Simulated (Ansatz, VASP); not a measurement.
# Be4Te: VASP beside Ansatz

```
Be Te
1.0
    -2.94490    2.94490    2.22311
     2.94490   -2.94490    2.22311
     2.94490    2.94490   -2.22311
Be Te
4 1
Cartesian
  1.7939 1.7939 -0.3289
  1.1510 1.1510 1.8942
  -1.1510 1.1510 2.5520
  1.1510 -1.1510 2.5520
  0.0000 0.0000 0.0000
```

Alike in both runs: functional PBE; k mesh 6 × 6 × 6; occupations gaussian, width 0.1 eV; no spin polarisation.

Ansatz relaxed the structure, and its values are those at the end. VASP's run is a single point on that final structure, the one shown.

|  | VASP | Ansatz |
| --- | --- | --- |
| version | VASP 6.6.1 | Ansatz 0.2.0 |
| potentials or method | VASP PAW PBE potentials, release 64 (Be, Te), cutoff 520 eV | scalar-relativistic, plane waves, PAW |
| valence electrons in the cell | 14 | 24 |

Ansatz gave:

| Quantity | Value |
| --- | --- |
| gap on the k mesh at the Fermi level (eV) | none |
| pressure (GPa) | 0.0 |
| rms of the force components (eV/Å) | 0.014 |

Task: Which values does VASP return?

Result: gap on the k mesh at the Fermi level (eV): none; pressure (GPa): 0.1; rms of the force components (eV/Å): 0.016.

A gap of «none» marks a metal or a gap that the smearing closes. VASP's potentials hold 14 valence electrons a cell and Ansatz's 24, so a difference there can come from the potentials and not from the codes.

Neither program's run includes spin-orbit coupling.
